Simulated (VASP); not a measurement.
# Zn7O8 (a cell with a defect) in VASP: relaxation of the atoms with PBE+D3(BJ)

Aim: the relaxation of the atoms of Zn7O8 (a cell with a defect) with PBE+D3(BJ).

Program: VASP 6.6.1. These are calculated values, not measurements. Logs are shortened: lines on timing, memory, paths and dates and some standing lists are left out, and cuts for length are marked.

### Step 1. The cell of the first run

The cell holds a defect, 15 atoms: a = 6.702 Å, b = 5.804 Å, c = 5.226 Å, α = 90.00°, β = 90.00°, γ = 90.00°.

### Step 2. Relaxation of the atoms, PBE+D3(BJ)

The input, INCAR:

```
  PREC = Accurate
  ENCUT = 520
  EDIFF = 1E-6
  ISMEAR = 0
  SIGMA = 0.02
  LREAL = Auto
  LASPH = True
  NELM = 80
  ALGO = Normal
  ISIF = 2
  LWAVE = False
  LCHARG = False
  GGA = PE
  IVDW = 12
  IBRION = 2
  NSW = 80
  EDIFFG = -0.03
```

The input, KPOINTS:

```
Automatic mesh
0
Gamma
  2 2 2
```

The input, POSCAR:

```
Zn7O8
1.0
   -3.3510000000     -5.8041020000      0.0000000000
    5.0265000000     -2.9020510000      0.0000000000
    0.0000000000      0.0000000000      5.2260000000
Zn O
7 8
Direct
    0.4998700000      0.6664903000      0.4944100000
    0.2589144000      0.8345366000      0.0037698000
    0.2474019000      0.1565573000      0.5104898000
    0.0005171000      0.3386240000     -0.0010704000
   -0.0001431000      0.6648040000      0.5012859000
    0.7545098000      0.8281645000      0.0017118000
    0.7499039000      0.1624807000      0.4950318000
    0.5041621000      0.3234451000      0.3745385000
    0.5027392000      0.6781703000      0.8834320000
    0.2475267000      0.8223599000      0.3782921000
    0.2437860000      0.1594196000      0.8777115000
   -0.0005608000      0.3330640000      0.3975030000
   -0.0052523000      0.6640238000      0.8712289000
    0.7437385000      0.8399432000      0.3626733000
    0.7578550000      0.1681142000      0.8746014000
```

Potentials or basis: VASP PAW PBE potentials, release 64 (Zn, O).

Launch:

```sh
> cat potpaw_PBE.64/Zn/POTCAR potpaw_PBE.64/O/POTCAR > POTCAR
> mpirun -np 1 vasp_std > vasp.out
```

OUTCAR:

```text
PREC = Accurate
   ENCUT = 520
   EDIFF = 1E-6
   ISMEAR = 0
   LREAL = Auto
   LASPH = True
   NELM = 80
   ISIF = 2
   GGA = PE
   IVDW = 12
   IBRION = 2
   NSW = 80
   EDIFFG = -0.03
 IVDW          = 12

 ion  position               nearest neighbor table
   1  0.500  0.666  0.494-  10 2.01   9 2.03  14 2.04   8 2.09
   2  0.259  0.835  0.004-  10 1.96   9 1.97  11 2.00  13 2.14
   3  0.247  0.157  0.510-  11 1.92  12 2.04  10 2.06   8 2.10
   4  0.001  0.339  0.999-  13 2.00  15 2.01  11 2.04  12 2.08
   5  1.000  0.665  0.501-  13 1.93  12 2.00  10 2.00  14 2.12
   6  0.755  0.828  0.002-  14 1.89  13 1.99   9 2.00  15 2.08
   7  0.750  0.162  0.495-  15 1.98   8 2.00  14 2.00  12 2.01
   8  0.504  0.323  0.375-   7 2.00   1 2.09   3 2.10
   9  0.503  0.678  0.883-   2 1.97   6 2.00   1 2.03
  10  0.248  0.822  0.378-   2 1.96   5 2.00   1 2.01   3 2.06
  11  0.244  0.159  0.878-   3 1.92   2 2.00   4 2.04
  12  0.999  0.333  0.398-   5 2.00   7 2.01   3 2.04   4 2.08
  13  0.995  0.664  0.871-   5 1.93   6 1.99   4 2.00   2 2.14
  14  0.744  0.840  0.363-   6 1.89   7 2.00   1 2.04   5 2.12
  15  0.758  0.168  0.875-   7 1.98   4 2.01   6 2.08

  LATTYP: Found a simple orthorhombic cell.
 ALAT       =     5.2260000000
 B/A-ratio  =     1.1106203965
 C/A-ratio  =     1.2824339415

  Lattice vectors:

 A1 = (   0.0000000000,   0.0000000000,  -5.2260000000)
 A2 = (   5.0265000000,  -2.9020510000,   0.0000000000)
 A3 = (  -3.3510000000,  -5.8041020000,   0.0000000000)

Analysis of symmetry for initial positions (statically):
=====================================================================
 Subroutine PRICEL returns:
 Original cell was already a primitive cell.

 Routine SETGRP: Setting up the symmetry group for a
 simple orthorhombic supercell.

 Subroutine GETGRP returns: Found  1 space group operations
 (whereof  1 operations were pure point group operations)
 out of a pool of  8 trial point group operations.

The static configuration has the point symmetry C_1 .

Analysis of symmetry for dynamics (positions and initial velocities):
=====================================================================
 Subroutine PRICEL returns:
 Original cell was already a primitive cell.

 Routine SETGRP: Setting up the symmetry group for a
 simple orthorhombic supercell.

 Subroutine GETGRP returns: Found  1 space group operations
 (whereof  1 operations were pure point group operations)
 out of a pool of  8 trial point group operations.

The dynamic configuration has the point symmetry C_1 .

 Subroutine INISYM returns: Found  1 space group operations
 (whereof  1 operations are pure point group operations),
 and found     1 'primitive' translations

----------------------------------------------------------------------------------------

                                     Primitive cell

  volume of cell :     203.2867

[... 113 lines left out ...]
   EFERMI_NEDOS =   21; number of points for ismear=-14 and -15
   IALGO  =     38    algorithm
   IMIX   =      4    mixing-type and parameters
     AMIX     =   0.40;   BMIX     =  1.00
     AMIX_MAG =   1.60;   BMIX_MAG =  1.00
  volume/ion in A,a.u.               =      13.55        91.46
  Fermi-wavevector in a.u.,A,eV,Ry     =   1.417631  2.678934 27.343323  2.009678
  Thomas-Fermi vector in A             =   2.538841
   LORBIT       =      0    0 simple, 1 ext, 2 COOP (PROOUT), +10 PAW based schemes
   GGA     = PE    functional components
   LHFCALC =     F    Hartree Fock is set to
   AEXX    =    0.0000 exact exchange contribution
   IVDW    =    12    specifies the selected vdW correction
   LEPSILON=     F    determine dielectric tensor
   LRPA    =     F    only Hartree local field effects (RPA)
 conjugate gradient relaxation of ions
 non-spin polarized calculation
 Gauss-broadening in eV      SIGMA  =   0.02
  energy-cutoff  :      520.00
  volume of cell :      203.29
 maximum number of plane-waves:      5492
 NGX is ok and might be reduce to    50
   NGX = 25   NGY = 21   NGZ = 19

--------------------------------------- Ionic step        1  -------------------------------------------

 number of electron     132.0000046 magnetization

 Free energy of the ion-electron system (eV)
  ---------------------------------------------------
  ext. energy  EPLUGINS =         0.00000000
  ---------------------------------------------------
  free energy    TOTEN  =       -64.17693559 eV

  energy without entropy =      -64.17263017  energy(sigma->0) =      -64.17478288

------------------------ aborting loop because EDIFF is reached ----------------------------------------

 Edisp (eV)   -2.73329

 E8    (eV) :    -1.0170
[... 144 lines left out ...]
  FREE ENERGIE OF THE ION-ELECTRON SYSTEM (eV)
  ---------------------------------------------------
  free  energy   TOTEN  =       -67.4920607158 eV

  energy  without entropy=      -67.4886435810  energy(sigma->0) =      -67.49035215

 E-fermi :  -0.3033     XC(G=0): -10.0002

 val. band max:       -0.3054593240   @ k =   0.5000   0.0000   0.5000
 cond. band min:      -0.3015362000   @ k =   0.0000   0.0000   0.5000
 fundamental gap:      0.0039231240
 Fermi energy:        -0.3033240025

 k-point     1 :       0.0000    0.0000    0.0000
  band No.  band energies     occupation
      1     -17.6809      2.00000
      2     -17.1202      2.00000
      3     -17.1178      2.00000
      4     -17.0858      2.00000
      5     -16.9487      2.00000
      6     -16.7877      2.00000
[... 637 lines left out ...]
     77       8.6770      0.00000
     78       8.9524      0.00000
 [bands above 78 left out]

[... ionic steps 4 to 11 ...]

--------------------------------------- Ionic step       12  -------------------------------------------

 number of electron     131.9999972 magnetization

------------------------ aborting loop because EDIFF is reached ----------------------------------------
[... 101 lines left out ...]
--------------------------------------- Ionic step       14  -------------------------------------------

 number of electron     131.9999973 magnetization

 Free energy of the ion-electron system (eV)
  ---------------------------------------------------
  ext. energy  EPLUGINS =         0.00000000
  ---------------------------------------------------
  free energy    TOTEN  =       -64.92966050 eV

  energy without entropy =      -64.92608478  energy(sigma->0) =      -64.92787264

 E-fermi :  -0.2985     XC(G=0):  -9.9973

 val. band max:       -0.2986683757   @ k =   0.0000   0.0000   0.5000
 cond. band min:      -0.2735401637   @ k =   0.5000   0.5000   0.0000
 fundamental gap:      0.0251282120
 Fermi energy:        -0.2984646754

 k-point     1 :       0.0000    0.0000    0.0000
  band No.  band energies     occupation
      1     -17.6868      2.00000
      2     -17.1267      2.00000
      3     -17.1202      2.00000
      4     -17.0869      2.00000
      5     -16.9587      2.00000
      6     -16.7839      2.00000
[... 637 lines left out ...]
     77       8.6770      0.00000
     78       8.9468      0.00000
 [bands above 78 left out]

------------------------ aborting loop because EDIFF is reached ----------------------------------------

 Edisp (eV)   -2.73225

 E8    (eV) :    -1.0164
[... 38 lines left out ...]
  FREE ENERGIE OF THE ION-ELECTRON SYSTEM (eV)
  ---------------------------------------------------
  free  energy   TOTEN  =       -67.6619058388 eV

  energy  without entropy=      -67.6583301176  energy(sigma->0) =      -67.66011798

 reached required accuracy - stopping structural energy minimisation
```

Run time: 21 min. Hardware: 1 thread of Intel Xeon 6975P-C (Granite Rapids), shared host; peak memory 0.35 GiB.

What came out:

| Quantity | Value |
| --- | --- |
| Free energy | -67.6619 eV |
| Energy gained by relaxing | 50.1 meV/atom |
| Ionic steps | 14 |
| Pressure after relaxing | -4.5 GPa |
| Largest force after relaxing | 0.015 eV/Å |
| Band gap on the k mesh | zero (bands 66 and 67 overlap by 0.30 eV) |
| Dispersion energy per atom | -0.182 eV |

Forces in eV/Å, atoms in the order of the input:
```
Zn   0.007 -0.005  0.010
Zn   0.000  0.005  0.008
Zn  -0.001 -0.004  0.000
Zn   0.010  0.007  0.002
Zn   0.004 -0.004 -0.001
Zn  -0.005  0.010 -0.007
Zn  -0.002 -0.003 -0.007
O    0.003 -0.004  0.008
O   -0.005 -0.004 -0.008
O    0.005  0.008 -0.009
O   -0.005  0.005 -0.008
O    0.001 -0.009  0.001
O    0.002  0.006 -0.011
O   -0.005 -0.007  0.012
O   -0.007 -0.001  0.010
```

Step by step:
```tsv
step	energy change (eV)	largest force (eV/Å)	pressure (GPa)
1	0.0000	1.4699	-7.07
2	-0.4735	0.7854	-7.30
3	-0.5818	0.5344	-6.83
4	-0.6461	0.3570	-6.44
5	-0.6773	0.4926	-5.84
6	-0.7194	0.1997	-5.47
7	-0.7258	0.2431	-5.24
8	-0.7441	0.1072	-4.94
9	-0.7463	0.1348	-4.80
10	-0.7502	0.0529	-4.67
11	-0.7503	0.0542	-4.65
12	-0.7513	0.0300	-4.58
13	-0.7513	0.0369	-4.57
14	-0.7517	0.0151	-4.52
```

Final structure:
```
Zn O
1.0
    -3.35100   -5.80410    0.00000
     5.02650   -2.90205    0.00000
     0.00000    0.00000    5.22600
Zn O
7 8
Direct
  0.50026 0.65702 0.49695
  0.25136 0.83259 0.99372
  0.25399 0.16670 0.50019
  0.00057 0.33284 0.00077
  0.00018 0.66736 0.49645
  0.75026 0.83292 0.99369
  0.74557 0.16680 0.49991
  0.49981 0.32952 0.41996
  0.50075 0.71382 0.86562
  0.24979 0.83025 0.37797
  0.21397 0.14407 0.86899
  0.99986 0.33346 0.38189
  0.00080 0.65835 0.88385
  0.75071 0.83029 0.37749
  0.78710 0.14420 0.86816
```

Levels at points of the mesh, in eV from the Fermi level:
```tsv
k point	band 63	band 64	band 65	band 66	band 67	band 68	band 69	band 70
(0.00, 0.00, 0.00)	-0.46	-0.32	0.20	0.23	0.24	1.63	5.71	6.20
(0.50, 0.00, 0.00)	-0.27	-0.12	-0.07	-0.04	0.08	3.25	3.77	6.94
(0.00, 0.50, 0.00)	-0.37	-0.28	-0.13	-0.02	0.07	3.59	4.12	6.13
(0.50, 0.50, 0.00)	-0.39	-0.31	-0.29	-0.17	0.02	4.54	4.80	4.88
(0.00, 0.00, 0.50)	-0.32	-0.24	-0.24	0.00	0.06	3.71	4.48	6.25
(0.50, 0.00, 0.50)	-0.67	-0.35	-0.32	-0.25	0.00	4.84	4.89	5.15
(0.00, 0.50, 0.50)	-0.75	-0.67	-0.47	-0.14	-0.07	5.00	5.14	5.33
(0.50, 0.50, 0.50)	-0.81	-0.70	-0.38	-0.13	-0.06	5.57	5.77	5.83
```

Caveat: the k points lie up to 0.60 Å⁻¹ apart.
